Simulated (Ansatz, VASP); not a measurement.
# TiCo in VASP and in Ansatz

```
Ti Co
1.0
     2.90206    0.00000    0.00000
     0.00000    2.90206    0.00000
     0.00000    0.00000    2.90206
Ti Co
1 1
Direct
  0.00000 0.00000 0.00000
  0.50000 0.50000 0.50000
```

Alike in both runs: task single point; functional LDA; k mesh 16 × 16 × 16; occupations gaussian, width 0.05 eV; collinear spin.

|  | VASP | Ansatz |
| --- | --- | --- |
| version | VASP 6.6.1 | Ansatz 0.2.0 |
| potentials or method | VASP PAW LDA potentials, release 64 (Ti_sv, Co), cutoff 520 eV | scalar-relativistic, plane waves, PAW |
| valence electrons in the cell | 21 | 29 |

|  | VASP | Ansatz | Ansatz less VASP |
| --- | --- | --- | --- |
| gap on the k mesh at the Fermi level (eV) | none | none | - |
| pressure (GPa) | -0.4 | 0.0 | +0.42 |
| net moment per atom (μB) | 0.01 | 0.12 | +0.111 |
| size of the moment on the site where the two differ most (μB) | 0.03 | 0.25 | +0.221 |

The net moments are unlike, so the other rows may belong to different states. LDA's correlation is that of Perdew and Zunger in VASP and of Perdew and Wang (1992) in Ansatz. Site moments also hang on the region over which each program counts them. A gap of «none» marks a metal or a gap that the smearing closes. VASP's potentials hold 21 valence electrons a cell and Ansatz's 29, so a difference there can come from the potentials and not from the codes. Ansatz's warnings: stability check not made.
